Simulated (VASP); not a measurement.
# Ag (P-1) in VASP: single point with PBEsol

Aim: the single point of Ag with PBEsol.

Everything below comes from runs of VASP 6.6.1. Logs are shortened: lines on timing, memory, paths and dates and some standing lists are left out, and cuts for length are marked.

### Step 1. The cell of the first run

The typed cell holds 2 atoms: a = 2.949 Å, b = 2.918 Å, c = 5.373 Å, α = 103.37°, β = 103.71°, γ = 91.01°.

### Step 2. Single point, PBEsol (Au replaced by Ag, lengths x 1.040, strained)

Contents of INCAR:

```
PREC = Accurate
ENCUT = 500
EDIFF = 1E-6
ISMEAR = 0
SIGMA = 0.1
LREAL = False
LASPH = True
NELM = 120
ALGO = Normal
ISIF = 2
LWAVE = False
LCHARG = False
GGA = PS
NBANDS = 18
GGA_COMPAT = False
```

Contents of KPOINTS:

```
regular mesh
0
Gamma
  6 6 4
```

Contents of POSCAR:

```
Ag
1.0
    2.9486789559     -0.0191151419     -0.0282775300
   -0.0327152015      2.9181415885     -0.0107481858
   -1.2331274363     -1.2378185041      5.0814651347
Ag
2
Direct
    0.3619400854      0.3318950546      0.7245030677
    0.6380599146      0.6681049454      0.2754969323
```

Potentials or basis: VASP PAW PBE potentials, release 64 (Ag).

Launch:

```
$ cat potpaw_PBE.64/Ag/POTCAR > POTCAR
$ mpirun -np 1 vasp_std > vasp.out
```

OUTCAR:

```text
PREC = Accurate
   ENCUT = 500
   EDIFF = 1E-6
   ISMEAR = 0
   LREAL = False
   LASPH = True
   NELM = 120
   ISIF = 2
   GGA = PS

 ion  position               nearest neighbor table
   1  0.362  0.332  0.725-   2 2.81   2 3.01   2 3.06   2 3.07   2 3.17
   2  0.638  0.668  0.275-   1 2.81   1 3.01   1 3.06   1 3.07   1 3.17

  LATTYP: Found a triclinic cell.
 ALAT       =     2.9488764966
 B/A-ratio  =     1.4192765490
 C/A-ratio  =     1.8886371494
 COS(alpha) =     0.0021199074
 COS(beta)  =     0.2915241200
 COS(gamma) =     0.7168955529

  Lattice vectors:

 A1 = (  -2.9486789559,   0.0191151419,   0.0282775300)
 A2 = (  -2.9813941574,   2.9372567304,   0.0175293442)
 A3 = (  -1.6828363181,  -1.6612079425,  -5.0424394189)

Analysis of symmetry for initial positions (statically):
=====================================================================
 Subroutine PRICEL returns:
 Original cell was already a primitive cell.

 Routine SETGRP: Setting up the symmetry group for a
 triclinic supercell.

 Subroutine GETGRP returns: Found  2 space group operations
 (whereof  2 operations were pure point group operations)
 out of a pool of  2 trial point group operations.

The static configuration has the point symmetry S_2 .

Analysis of symmetry for dynamics (positions and initial velocities):
=====================================================================
 Subroutine PRICEL returns:
 Original cell was already a primitive cell.

 Routine SETGRP: Setting up the symmetry group for a
 triclinic supercell.

 Subroutine GETGRP returns: Found  2 space group operations
 (whereof  2 operations were pure point group operations)
 out of a pool of  2 trial point group operations.

The dynamic configuration has the point symmetry S_2 .

 Subroutine INISYM returns: Found  2 space group operations
 (whereof  2 operations are pure point group operations),
 and found     1 'primitive' translations

----------------------------------------------------------------------------------------

                                     Primitive cell

  volume of cell :      43.5787

  direct lattice vectors                    reciprocal lattice vectors
     2.948678956 -0.019115142 -0.028277530     0.339962401  0.004118868  0.083502566
    -0.032715201  2.918141589 -0.010748186     0.003032107  0.343028325  0.084295724
    -1.233127436 -1.237818504  5.081465135     0.001898249  0.000748486  0.197436614

  length of vectors
     2.948876497  2.918344760  5.373461253     0.350091528  0.353246932  0.197447158

  position of ions in fractional coordinates (direct lattice)
     0.361940085  0.331895055  0.724503068
     0.638059915  0.668104945  0.275496932

  ion indices of the primitive-cell ions
   primitive index   ion index
                 1           1
                 2           2

----------------------------------------------------------------------------------------

 KPOINTS: regular mesh

Automatic generation of k-mesh.
 Grid dimensions read from file:
 generate k-points for:    6    6    4

 Generating k-lattice:

  Cartesian coordinates                     Fractional coordinates (reciprocal lattice)
     0.056660400  0.000686478  0.013917094     0.166666667  0.000000000  0.000000000
     0.000505351  0.057171388  0.014049287    -0.000000000  0.166666667  0.000000000
     0.000474562  0.000187121  0.049359154     0.000000000  0.000000000  0.250000000

  Length of vectors
     0.058348588  0.058874489  0.049361790

  Shift w.r.t. Gamma in fractional coordinates (k-lattice)
     0.000000000  0.000000000  0.000000000

 Subroutine IBZKPT returns following result:
 ===========================================

 Found     76 irreducible k-points:

 Following reciprocal coordinates:
            Coordinates               Weight
  0.000000  0.000000  0.000000      1.000000
  0.166667  0.000000  0.000000      2.000000
  0.333333 -0.000000  0.000000      2.000000
  0.500000  0.000000  0.000000      1.000000
  0.000000  0.166667 -0.000000      2.000000
  0.166667  0.166667  0.000000      2.000000
[... 16 lines left out ...]
  0.333333  0.000000  0.250000      2.000000
  0.500000 -0.000000  0.250000      2.000000
 [... further k-points ...]
   k-points           NKPTS =     76   k-points in BZ     NKDIM =     76   number of bands    NBANDS=     18
   number of dos      NEDOS =    301   number of ions     NIONS =      2
   total plane-waves  NPLWV =  23040
   dimension x,y,z NGX =    24 NGY =   24 NGZ =   40
   dimension x,y,z NGXF=    48 NGYF=   48 NGZF=   80
   ions per type =               2
   NGX,Y,Z   is equivalent  to a cutoff of  13.53, 13.67, 12.38 a.u.
   NGXF,Y,Z  is equivalent  to a cutoff of  27.06, 27.34, 24.75 a.u.
 SYSTEM =  unknown system
   PREC   = accura    normal or accurate (medium, high low for compatibility)
   ISTART =      0    job   : 0-new  1-cont  2-samecut
   ICHARG =      2    charge: 1-file 2-atom 10-const
   ISPIN  =      1    spin polarized calculation?
   LNONCOLLINEAR =      F non collinear calculations
   LSORBIT =      F    spin-orbit coupling
   LASPH  =      T    aspherical Exc in radial PAW
   ENCUT  =  500.0 eV  36.75 Ry    6.06 a.u.   5.38  5.32  9.80*2*pi/ulx,y,z
   NELM   =    120;   NELMIN=  2; NELMDL= -5     # of ELM steps
   EDIFF  = 0.1E-05   stopping-criterion for ELM
   LREAL  =      F    real-space projection
   EDIFFG = 0.1E-04   stopping-criterion for IOM
   NSW    =      0    number of steps for IOM
   IBRION =     -1    ionic relax: 0-MD 1-quasi-New 2-CG
   NFREE  =      0    steps in history (QN), initial steepest desc. (CG)
   ISIF   =      2    stress and relaxation
   ISYM   =      2    0-nonsym 1-usesym 2-fastsym
   POTIM  = 0.5000    time-step for ionic-motion
   TEBEG  =    0.0;   TEEND  =   0.0 temperature during run
   PSTRESS=    0.0 pullay stress
   NELECT =      22.0000    total number of electrons
   NUPDOWN=      -1.0000    fix difference up-down
   EMIN   =  10.00;   EMAX   =-10.00  energy-range for DOS
   EFERMI =   0.00;   METHOD = LEGACY
   ISMEAR =     0;   SIGMA  =   0.10  broadening in eV -4-tet -1-fermi 0-gaus
   EFERMI_NEDOS =   21; number of points for ismear=-14 and -15
   IALGO  =     38    algorithm
   IMIX   =      4    mixing-type and parameters
     AMIX     =   0.40;   BMIX     =  1.00
     AMIX_MAG =   1.60;   BMIX_MAG =  1.00
  volume/ion in A,a.u.               =      21.79       147.04
  Fermi-wavevector in a.u.,A,eV,Ry     =   1.303539  2.463332 23.119227  1.699215
  Thomas-Fermi vector in A             =   2.434535
   LORBIT       =      0    0 simple, 1 ext, 2 COOP (PROOUT), +10 PAW based schemes
   GGA     = PS    functional components
   LHFCALC =     F    Hartree Fock is set to
   AEXX    =    0.0000 exact exchange contribution
   IVDW    =     0    specifies the selected vdW correction
   LEPSILON=     F    determine dielectric tensor
   LRPA    =     F    only Hartree local field effects (RPA)
 non-spin polarized calculation
 Gauss-broadening in eV      SIGMA  =   0.10
  energy-cutoff  :      500.00
  volume of cell :       43.58
 maximum number of plane-waves:      1126
 NGX is ok and might be reduce to    24
   NGX = 11   NGY = 11   NGZ = 19

 number of electron      21.9999998 magnetization

 Free energy of the ion-electron system (eV)
  ---------------------------------------------------
  ext. energy  EPLUGINS =         0.00000000
  ---------------------------------------------------
  free energy    TOTEN  =        -5.89192244 eV

  energy without entropy =       -5.89045220  energy(sigma->0) =       -5.89118732

 E-fermi :   5.2119     XC(G=0): -10.9498

 val. band max:        5.1798405778   @ k =   0.0000   0.5000   0.0000
 cond. band min:       5.6304338807   @ k =  -0.3333   0.3333   0.5000
 fundamental gap:      0.4505933029
 Fermi energy:         5.2118705632

 k-point     1 :       0.0000    0.0000    0.0000
  band No.  band energies     occupation
      1      -0.9956      2.00000
      2       0.0921      2.00000
      3       0.2359      2.00000
      4       0.4215      2.00000
      5       0.7381      2.00000
      6       1.7352      2.00000
[... 10 lines left out ...]
     17      19.9553      0.00000
     18      21.6319      0.00000

 k-point     2 :       0.1667    0.0000    0.0000
  band No.  band energies     occupation
      1      -0.4996      2.00000
      2       0.1766      2.00000
      3       0.5491      2.00000
      4       0.6055      2.00000
      5       0.9908      2.00000
      6       1.3991      2.00000
[... 10 lines left out ...]
     17      20.7944      0.00000
     18      21.9842      0.00000

 k-point     3 :       0.3333   -0.0000    0.0000
  band No.  band energies     occupation
      1       0.1204      2.00000
      2       0.2860      2.00000
      3       0.5961      2.00000
      4       0.7922      2.00000
      5       1.5691      2.00000
      6       1.6212      2.00000
[... 10 lines left out ...]
     17      20.8432      0.00000
     18      21.6161      0.00000

 k-point     4 :       0.5000    0.0000    0.0000
  band No.  band energies     occupation
      1       0.1320      2.00000
      2       0.2648      2.00000
      3       0.6001      2.00000
      4       0.7250      2.00000
      5       1.5240      2.00000
      6       1.5259      2.00000
[... 375 lines left out ...]
      4       0.7435      2.00000
      5       1.0147      2.00000
      6       1.4673      2.00000
[... 10 lines left out ...]
     17      18.9560      0.00000
     18      20.6606      0.00000

 k-point    23 :       0.3333    0.0000    0.2500
  band No.  band energies     occupation
      1       0.1089      2.00000
      2       0.3339      2.00000
      3       0.3804      2.00000
      4       1.0426      2.00000
      5       1.2413      2.00000
      6       1.5136      2.00000
[... 10 lines left out ...]
     17      18.8278      0.00000
     18      20.0587      0.00000

 k-point    24 :       0.5000   -0.0000    0.2500
  band No.  band energies     occupation
      1       0.0016      2.00000
      2       0.4130      2.00000
      3       0.5040      2.00000
      4       1.0329      2.00000
      5       1.2298      2.00000
      6       1.4712      2.00000
[... 10 lines left out ...]
     17      19.6522      0.00000
     18      21.7401      0.00000

 [... further k-points ...]
[... 5 lines left out ...]
  --------------------------------------------------------------------------------------
  -------------------------------------------------------------------------------------
  Total       -3.3627426     -3.1961445     -2.5038430      0.0382320      0.2197258      0.0666562
  in kB     -123.6316369   -117.5066369    -92.0540907      1.4056052      8.0782440      2.4506220
  external PRESSURE =    -111.0641215 kB  Pullay stress =       0.0000000 kB

 VOLUME and BASIS-vectors are now :
 -----------------------------------------------------------------------------
  energy-cutoff  :      500.00
  volume of cell :       43.58
      direct lattice vectors                 reciprocal lattice vectors
     2.948678956 -0.019115142 -0.028277530     0.339962401  0.004118868  0.083502566
    -0.032715201  2.918141589 -0.010748186     0.003032107  0.343028325  0.084295724
    -1.233127436 -1.237818504  5.081465135     0.001898249  0.000748486  0.197436614

 POSITION                                       TOTAL-FORCE (eV/Angst)
 -----------------------------------------------------------------------------------
      0.16298      0.06479      3.66774        -0.040827     -0.003425     -0.274154
      1.51985      1.59641      1.37470         0.040827      0.003425      0.274154
 -----------------------------------------------------------------------------------
    total drift:                               -0.000000     -0.000000      0.000000

  FREE ENERGIE OF THE ION-ELECTRON SYSTEM (eV)
  ---------------------------------------------------
  free  energy   TOTEN  =        -5.8919224370 eV

  energy  without entropy=       -5.8904522003  energy(sigma->0) =       -5.89118732
```

Wall time 44 s (1 thread of Intel Xeon 8259CL, shared host); peak memory 0.19 GiB.

What came out:

```
Free energy            : -5.8919 eV
Pressure               : -11.1 GPa
Largest force          : 0.277 eV/Å
Band gap on the k mesh : zero (band 11 reaches 8.60 eV, above the bottom of band 12 at 2.51 eV)
```

Forces on the atoms (eV/Å):
```
Ag  -0.041 -0.003 -0.274
Ag   0.041  0.003  0.274
```

Levels at points of the mesh, in eV from the Fermi level:
```
           k point  band 9  band 10  band 11  band 12  band 13  band 14
(0.00, 0.00, 0.00)   -3.13    -3.02    -2.79     0.45     2.70    13.28
(0.50, 0.00, 0.00)   -2.93    -2.91    -0.24     0.67     2.41     5.30
(0.00, 0.50, 0.00)   -3.06    -2.83    -0.03     0.69     2.72     5.24
(0.50, 0.50, 0.00)   -2.38    -2.36     2.72     4.70     5.86     6.07
(0.00, 0.00, 0.50)   -2.99    -2.85    -2.73    -2.70     8.75    10.82
(0.50, 0.00, 0.50)   -2.86    -2.86    -0.13     0.86     1.90     4.63
(0.00, 0.50, 0.50)   -2.96    -2.71    -0.17     1.08     1.86     4.87
(0.50, 0.50, 0.50)   -2.39    -2.36     3.03     4.58     5.67     5.87
```

Caveat: the k points lie up to 0.37 Å⁻¹ apart; the cell differs from its parent crystal (Au replaced by Ag, lengths x 1.040, strained); the PAW data sets were made with another functional, which shifts forces and pressure a little.
